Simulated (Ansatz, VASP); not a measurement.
**TiC: VASP beside Ansatz**

The input INCAR:

```
  ALGO = Normal
  EDIFF = 1E-6
  ENCUT = 600
  GGA = CA
  GGA_COMPAT = F
  ISIF = 2
  ISMEAR = -1
  LASPH = T
  LCHARG = F
  LREAL = F
  LWAVE = F
  NBANDS = 15
  NELM = 120
  PREC = Accurate
  SIGMA = 0.08
```

File KPOINTS:

```
k-points
0
Gamma
  17 17 17
```

File POSCAR:

```
TiC
1.0
    0.0000000000      2.1304494316      2.1304494316
    2.1304494316      0.0000000000      2.1304494316
    2.1304494316      2.1304494316      0.0000000000
Ti C
1 1
Direct
    0.0000000000      0.0000000000      0.0000000000
    0.5000000000      0.5000000000      0.5000000000
```

Input for Ansatz:

```yaml
crystal:
  lattice:
    - [0.0, 2.1304494316, 2.1304494316]
    - [2.1304494316, 0.0, 2.1304494316]
    - [2.1304494316, 2.1304494316, 0.0]
  atoms:
    - { symbol: Ti, position: [0.0, 0.0, 0.0] }
    - { symbol: C, position: [0.5, 0.5, 0.5] }
kpoints:
  mp_grid: { grid: [17, 17, 17] }
scf:
  occupations: { method: fermi_dirac, width: 0.08 }
hamiltonian:
  xc: lda
  pseudopotentials: { kind: all_electron, datasets: crystal }
output:
  forces: true
  stress: true
  eigenvalues: true
```

Change from the starting cell: volume scaled by 1, crystal datasets.

Alike in both runs: task single point; functional LDA; k mesh 17 × 17 × 17; occupations fermi-dirac, width 0.08 eV; no spin polarisation.

|  | VASP | Ansatz |
| --- | --- | --- |
| version | VASP 6.6.1 | Ansatz 0.2.0 |
| potentials or method | VASP PAW LDA potentials, release 64 (Ti_sv, C), cutoff 600 eV | all-electron PAW with datasets made for the crystal, scalar-relativistic |

Ansatz gave:

| Quantity | Value |
| --- | --- |
| pressure (GPa) | 0.1 |

Question: What did VASP give for the same quantities?

Answer: Pressure (GPa): 0.6.

LDA's correlation is that of Perdew and Zunger in VASP and of Perdew and Wang (1992) in Ansatz. Ansatz ran all-electron here, and VASP with PAW potentials.
